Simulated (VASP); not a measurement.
Here is a VASP 6.6.1 calculation.

INCAR

```
SYSTEM = TaN
PREC = Accurate
ENCUT = 520
EDIFF = 1E-7
ISMEAR = 0
SIGMA = 0.15
LREAL = .False.
LASPH = .True.
NELM = 80
ALGO = Normal
ISIF = 2
LWAVE = .False.
LCHARG = .False.
GGA = PS
NBANDS = 15
```

The input KPOINTS:

```
regular mesh
0
Gamma
  18 18 16
  0 0 0
```

File POSCAR:

```
TaN
1.0
    2.8509000000      0.0000000000      0.0000000000
   -1.4254500000      2.4689518237      0.0000000000
    0.0000000000      0.0000000000      2.7272000000
Ta N
1 1
Direct
    0.3333333333      0.6666666667      0.5000000000
    0.0000000000      0.0000000000      0.0000000000
```

Potentials or basis: VASP PAW PBE potentials, release 64 (Ta_pv, N).

Command:

```sh
$ cat potpaw_PBE.64/Ta_pv/POTCAR potpaw_PBE.64/N/POTCAR > POTCAR
$ mpirun -np 1 vasp_std > vasp.out
```

Q: Predict the pressure.

A: 48.8 GPa.

Q: Predict the band gap on the k mesh.

A: Zero (band 8 reaches 9.64 eV, above the bottom of band 9 at 9.23 eV).

Stress tensor (GPa, compression positive):
```
39.89  0.00  0.00
 0.00 39.89  0.00
 0.00  0.00 66.70
```

Caveat: the PAW data sets were made with another functional, which shifts forces and pressure a little; spin-orbit coupling is left out, which moves the levels of the heavy elements.
